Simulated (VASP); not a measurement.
# NaGa12O18 (a cell with a defect) in VASP: a series of runs, part 2 of 2

VASP 6.6.1.

## Step 3: Single point, PBE

INCAR

```
PREC = Accurate ; ENCUT = 520
EDIFF = 1E-6 ; ISMEAR = -1
SIGMA = 0.01 ; LREAL = Auto
LASPH = True ; NELM = 60
ALGO = Normal ; ISIF = 2
LWAVE = False ; LCHARG = True
GGA = PE ; LELF = True
LVHAR = True ; NBANDS = 156
NELECT = 270.0
```

KPOINTS

```
regular mesh
0
Gamma
  1 1 1
```

POSCAR

```
NaGa12O18
1.0
    0.0000000000      9.2496621800      0.0000000000
   -1.3977182400      0.0000000000      5.7085775500
    6.2279771500     -1.5416103600      0.0067278600
Ga O Na
12 18 1
Direct
    0.1140680893      0.6541370655      0.6837412985
    0.2336427162      0.3196630071      0.3192600753
    0.3178967552      0.2029885138      0.8386296522
    0.0284583316      0.7441057275      0.1505372818
    0.4537813603      0.7061010916      0.6830719196
    0.5531484404      0.3189436839      0.3187113669
    0.6426672232      0.2185720914      0.8174866799
    0.3656010923      0.7925749481      0.1756323872
    0.7806187642      0.6786695450      0.6813856343
    0.8649495235      0.3581830387      0.3194929077
    0.9883830505      0.1253632604      0.9534501951
    0.6924356251      0.8111062973      0.1712073201
    0.1742556333      0.7262155360      0.0005332633
    0.1743006348      0.2713287958      0.9978099945
    0.2600791849      0.3997904482      0.6359599613
    0.0615132576      0.5622628260      0.3526642671
    0.0487527672      0.0807403936      0.2432523024
    0.2787806896      0.8906456834      0.6834649192
    0.4991581061      0.7434222761     -0.0000833531
    0.5090066052      0.2708483018      0.9977789991
    0.6041280835      0.4384857661      0.6429453476
    0.3926151195      0.5765589292      0.3600304871
    0.3915728597      0.1057743776      0.3137222579
    0.6213345116      0.9044167656      0.6891901308
    0.8314185632      0.7477964323      0.0045473216
    0.8307105094      0.2930246288      1.0054681050
    0.9342965705      0.4395675955      0.6325680929
    0.7170485137      0.5937016061      0.3518021067
    0.7208566404      0.1191410302      0.3218325692
    0.9536501402      0.8876716074      0.7090307686
    1.0550830305      1.1186587108      0.5746602778
```

Potentials or basis: VASP PAW PBE potentials, release 64 (Ga_d, O, Na_pv).

Started as:

```
> cat potpaw_PBE.64/Ga_d/POTCAR potpaw_PBE.64/O/POTCAR potpaw_PBE.64/Na_pv/POTCAR > POTCAR
> mpirun -np 1 vasp_gam > vasp.out
```

OUTCAR:

```text
PREC = Accurate
   ENCUT = 520
   EDIFF = 1E-6
   ISMEAR = -1
   LREAL = Auto
   LASPH = True
   NELM = 60
   ISIF = 2
   GGA = PE
   NELECT = 270.0

 ion  position               nearest neighbor table
   1  0.114  0.654  0.684-  13 1.92  27 2.00  16 2.00  30 2.03  15 2.03  18 2.06
   2  0.234  0.320  0.319-  23 1.93  15 1.93  14 1.96  22 2.04  17 2.10  16 2.15  11 2.86
   3  0.318  0.203  0.839-  20 1.81  14 1.85  18 1.87  15 1.92  31 2.58
   4  0.028  0.744  0.151-  13 1.83  16 1.83  25 1.84  17 1.93  11 2.80
   5  0.454  0.706  0.683-  24 1.93  19 1.93  18 1.95  22 1.98  21 2.11
   6  0.553  0.319  0.319-  23 1.94  29 1.94  20 1.95  21 1.97  22 2.14  28 2.15  10 2.89
   7  0.643  0.219  0.817-  24 1.83  26 1.85  20 1.87  21 1.88
   8  0.366  0.793  0.176-  23 1.84  13 1.84  19 1.84  22 1.90
   9  0.781  0.679  0.681-  25 1.96  30 1.97  24 1.98  28 2.00  27 2.03  21 2.09  10 2.90
  10  0.865  0.358  0.319-  27 1.90  26 1.91  29 1.94  28 1.96  16 2.12  17 2.41  31 2.73   6 2.89
                             9 2.90  11 2.92
  11  0.988  0.125  0.953-  30 1.81  26 1.81  14 1.85  17 1.89  31 2.64   4 2.80   2 2.86  10 2.92

  12  0.692  0.811  0.171-  29 1.83  25 1.85  19 1.85  28 1.89
  13  0.174  0.726  0.001-   4 1.83   8 1.84   1 1.92
  14  0.174  0.271  0.998-  11 1.85   3 1.85   2 1.96
  15  0.260  0.400  0.636-   3 1.92   2 1.93   1 2.03
  16  0.062  0.562  0.353-   4 1.83   1 2.00  10 2.12   2 2.15
  17  0.049  0.081  0.243-  11 1.89   4 1.93  31 2.07   2 2.10  10 2.41
  18  0.279  0.891  0.683-   3 1.87   5 1.95   1 2.06
  19  0.499  0.743  1.000-   8 1.84  12 1.85   5 1.93
  20  0.509  0.271  0.998-   3 1.81   7 1.87   6 1.95
  21  0.604  0.438  0.643-   7 1.88   6 1.97   9 2.09   5 2.11
  22  0.393  0.577  0.360-   8 1.90   5 1.98   2 2.04   6 2.14
  23  0.392  0.106  0.314-   8 1.84   2 1.93   6 1.94
  24  0.621  0.904  0.689-   7 1.83   5 1.93   9 1.98
  25  0.831  0.748  0.005-   4 1.84  12 1.85   9 1.96
  26  0.831  0.293  0.005-  11 1.81   7 1.85  10 1.91
  27  0.934  0.440  0.633-  10 1.90   1 2.00   9 2.03  31 2.20
  28  0.717  0.594  0.352-  12 1.89  10 1.96   9 2.00   6 2.15
  29  0.721  0.119  0.322-  12 1.83  10 1.94   6 1.94
  30  0.954  0.888  0.709-  11 1.81   9 1.97   1 2.03  31 2.10
  31  0.055  0.119  0.575-  17 2.07  30 2.10  27 2.20   3 2.58  11 2.64  10 2.73
[... 198 lines left out ...]
  Thomas-Fermi vector in A             =   2.639972
   LORBIT       =      0    0 simple, 1 ext, 2 COOP (PROOUT), +10 PAW based schemes
   GGA     = PE    functional components
[... 5 lines left out ...]
 non-spin polarized calculation
  energy-cutoff  :      520.00
  volume of cell :      328.94
 maximum number of plane-waves:      4413
 NGX is ok and might be reduce to    70
   NGX = 35   NGY = 21   NGZ = 23

 number of electron     269.9999971 magnetization

 Free energy of the ion-electron system (eV)
  ---------------------------------------------------
  ext. energy  EPLUGINS =         0.00000000
  ---------------------------------------------------
  free energy    TOTEN  =      -181.46194892 eV

  energy without entropy =     -181.46194892  energy(sigma->0) =     -181.46194892

 E-fermi :   4.0666     XC(G=0): -11.4388

 val. band max:        3.7981956802   @ k =   0.0000   0.0000   0.0000
 cond. band min:       5.8989942691   @ k =   0.0000   0.0000   0.0000
 fundamental gap:      2.1007985889
 Fermi energy:         4.0666464538

 k-point     1 :       0.0000    0.0000    0.0000
  band No.  band energies     occupation
      1     -17.5603      2.00000
      2     -17.4543      2.00000
      3     -17.4145      2.00000
      4     -15.0908      2.00000
      5     -14.4401      2.00000
      6     -14.3769      2.00000
[... 139 lines left out ...]
    146      11.0351      0.00000
    147      11.2277      0.00000
 [bands above 147 left out]

------------------------ aborting loop because EDIFF is reached ----------------------------------------

  FORCE on cell =-STRESS in cart. coord.  units (eV):
  Direction    XX          YY          ZZ          XY          YZ          ZX
  --------------------------------------------------------------------------------------
  -------------------------------------------------------------------------------------
  Total       10.0677121      5.5935548     12.7686033     -1.0826593     -0.0860130     -4.7652359
  in kB       49.0372071     27.2447509     62.1925457     -5.2733519     -0.4189468    -23.2102245
  external PRESSURE =      46.1581679 kB  Pullay stress =       0.0000000 kB

 VOLUME and BASIS-vectors are now :
 -----------------------------------------------------------------------------
  energy-cutoff  :      520.00
  volume of cell :      328.94
      direct lattice vectors                 reciprocal lattice vectors
     0.000000000  9.249662180  0.000000000     0.026753887  0.108112056  0.006550563
    -1.397718240  0.000000000  5.708577550    -0.000189185  0.000000000  0.175128666
     6.227977150 -1.541610360  0.006727860     0.160523321  0.000000000  0.039303377

 POSITION                                       TOTAL-FORCE (eV/Angst)
 -----------------------------------------------------------------------------------
      3.34403      0.00103      3.73879         0.018331      0.014894      0.015021
      1.54155      1.66894      1.82697        -0.001591      0.000816      0.000804
      4.93925      1.64760      1.16442        -0.000552      0.011794      0.002330
     -0.10251      0.03116      4.24880         0.001455     -0.004182     -0.018519
      3.26723      3.14429      4.03543         0.014398     -0.021450     -0.015235
      1.53913      4.62511      1.82286        -0.017827      0.000678      0.004055
[... 23 lines left out ...]
      3.17511      7.72789      5.07211        -0.007572     -0.000993     -0.002368
      3.41312     -0.37640      0.68124         0.018640      0.017290      0.004887
 -----------------------------------------------------------------------------------
    total drift:                               -0.008236     -0.020512     -0.005417

  FREE ENERGIE OF THE ION-ELECTRON SYSTEM (eV)
  ---------------------------------------------------
  free  energy   TOTEN  =      -181.4619489167 eV

  energy  without entropy=     -181.4619489167  energy(sigma->0) =     -181.46194892
```

OSZICAR:

```text
N       E                     dE             d eps       ncg     rms          rms(c)
DAV:   1     0.650151561356E+04    0.65015E+04   -0.11891E+05   392   0.357E+03
DAV:   2     0.184654212930E+04   -0.46550E+04   -0.43202E+04   312   0.110E+03
DAV:   3     0.890453271969E+02   -0.17575E+04   -0.16599E+04   424   0.388E+02
[... 11 lines left out ...]
DAV:  15    -0.181461937216E+03   -0.67252E-04   -0.10745E-03   360   0.167E-01    0.202E-02
DAV:  16    -0.181461941601E+03   -0.43849E-05   -0.14165E-04   384   0.169E-01    0.149E-02
DAV:  17    -0.181461946496E+03   -0.48953E-05   -0.10106E-04   496   0.606E-02    0.524E-03
DAV:  18    -0.181461949199E+03   -0.27024E-05   -0.33104E-05   376   0.320E-02    0.423E-03
DAV:  19    -0.181461948917E+03    0.28210E-06   -0.19304E-06   232   0.299E-02
   1 F= -.18146195E+03 E0= -.18146195E+03  d E =-.123187E-11
```

Run time: 2.3 min. Hardware: 1 thread of AMD EPYC 7R13 (Zen 3), shared host; peak memory 0.34 GiB.

What came out:

* Free energy: -181.4619 eV
* Largest force: 0.048 eV/Å

Forces on the atoms (eV/Å):
```
Ga   0.018  0.015  0.015
Ga  -0.002  0.001  0.001
Ga  -0.001  0.012  0.002
Ga   0.001 -0.004 -0.019
Ga   0.014 -0.021 -0.015
Ga  -0.018  0.001  0.004
Ga  -0.009  0.004 -0.003
Ga   0.004  0.003  0.012
Ga   0.016 -0.007  0.008
Ga  -0.017  0.025 -0.030
Ga  -0.038 -0.005  0.002
Ga   0.009  0.000  0.013
O   -0.002  0.002  0.006
O   -0.013  0.009  0.011
O    0.008  0.011  0.016
O   -0.007  0.007 -0.008
O    0.016 -0.014  0.016
O   -0.016 -0.017 -0.007
O   -0.007  0.002 -0.004
O    0.008 -0.004  0.002
O    0.009 -0.010  0.002
O   -0.006  0.007  0.006
O    0.009 -0.001 -0.025
O   -0.008  0.006  0.019
O   -0.007 -0.007 -0.004
O   -0.012 -0.010  0.007
O    0.043 -0.009 -0.021
O   -0.016 -0.026  0.013
O    0.009  0.013 -0.022
O   -0.008 -0.001 -0.002
Na   0.019  0.017  0.005
```

Levels at points of the mesh, in eV from the Fermi level:
| k point | band 132 | band 133 | band 134 | band 135 | band 136 | band 137 | band 138 | band 139 |
| --- | --- | --- | --- | --- | --- | --- | --- | --- |
| (0.00, 0.00, 0.00) | -0.57 | -0.49 | -0.32 | -0.27 | 1.83 | 4.95 | 5.11 | 5.32 |

Caveat: the k points lie up to 1.10 Å⁻¹ apart; the cell carries a net charge on a neutralising background, which shifts energy and pressure; the cell is charged against a uniform background, so pressure and absolute levels hang on convention.
